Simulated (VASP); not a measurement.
Input of a VASP 6.6.1 run:

INCAR

```
PREC = Accurate ; ENCUT = 600
EDIFF = 1E-6 ; ISMEAR = 0
SIGMA = 0.1 ; LREAL = False
LASPH = True ; NELM = 80
ALGO = Fast ; ISIF = 3
LWAVE = False ; LCHARG = False
GGA = PE ; IBRION = 2
NSW = 90 ; EDIFFG = -0.04
```

Contents of KPOINTS:

```
Automatic mesh
0
Gamma
  8 8 8
```

The input POSCAR:

```
Ta
1.0
   -1.6586425978      1.6586425978      1.6586425978
    1.6586425978     -1.6586425978      1.6586425978
    1.6586425978      1.6586425978     -1.6586425978
Ta
1
Direct
    0.0000000000      0.0000000000      0.0000000000
```

Potentials or basis: VASP PAW PBE potentials, release 64 (Ta_pv).

Run with:

```sh
$ cat potpaw_PBE.64/Ta_pv/POTCAR > POTCAR
$ mpirun -np 1 vasp_std > vasp.out
```

Predict the relaxed cell.

a = 2.865 Å, b = 2.865 Å, c = 2.865 Å, α = 109.47°, β = 109.47°, γ = 109.47°.

What does it give for the relaxed volume?

18.11 Å³/atom.

Step by step:
```csv
step,energy change (eV),largest force (eV/Å),pressure (GPa),volume (Å³)
1,0.0000,0.0000,-1.59,18.25
2,0.0033,0.0000,3.95,17.78
3,-0.0007,0.0000,-0.07,18.11
```
